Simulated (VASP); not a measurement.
Crystal: LiF.

```xyz
4
Lattice="3.1245 0.0000 0.0000 -1.5622 2.7059 0.0000 0.0000 0.0000 4.9043" Properties=species:S:1:pos:R:3 pbc="T T T"
Li    0.0000    1.8039   -0.0289
Li    1.5622    0.9020    2.4233
F     0.0000    1.8039    1.8680
F     1.5622    0.9020    4.3202
```

- Program: VASP 6.6.1
- Task: relaxation of cell and atoms
- Functional: PBEsol
- Potentials or basis: VASP PAW PBE potentials, release 64 (Li_sv, F)
- Cutoff: 600 eV
- k mesh: 12 × 12 × 6
- Occupations: fermi-dirac, width 0.02 eV
- Spin: no spin polarisation

At the start: pressure -2.1 GPa; volume 10.37 Å³/atom.

Problem. Where does the relaxation end?

Solution. Over 8 steps the energy falls by 3.0 meV/atom and the volume is 9.93 Å³/atom (-4.2 %); space group P6_3mc (No. 186, to 0.1 Å) before and after.

The path:
| step | energy change (eV) | largest force (eV/Å) | pressure (GPa) | volume (Å³) |
| --- | --- | --- | --- | --- |
| 1 | 0.0000 | 0.0007 | -2.11 | 41.46 |
| 2 | -0.0084 | 0.0053 | -1.16 | 40.65 |
| 3 | -0.0116 | 0.0104 | -0.11 | 39.85 |
| 4 | -0.0117 | 0.0110 | 0.00 | 39.76 |
| 5 | -0.0117 | 0.0112 | 0.04 | 39.73 |
| 6 | -0.0117 | 0.0101 | 0.05 | 39.73 |
| 7 | -0.0119 | 0.0074 | 0.05 | 39.72 |
| 8 | -0.0121 | 0.0027 | 0.05 | 39.70 |

Final structure:
```
CELL_PARAMETERS angstrom
3.08937 0.00000 0.00000
-1.54468 2.67547 0.00000
0.00000 0.00000 4.80333
ATOMIC_POSITIONS crystal
Li 0.33333 0.66667 0.99271
Li 0.66667 0.33333 0.49271
F 0.33333 0.66667 0.38229
F 0.66667 0.33333 0.88229
```

Caveat: the cutoff is under 1.25 times the usual one of these potentials, so pressure, stress and relaxed cells hold a basis-set (Pulay) error; the PAW data sets were made with another functional, which shifts forces and pressure a little.
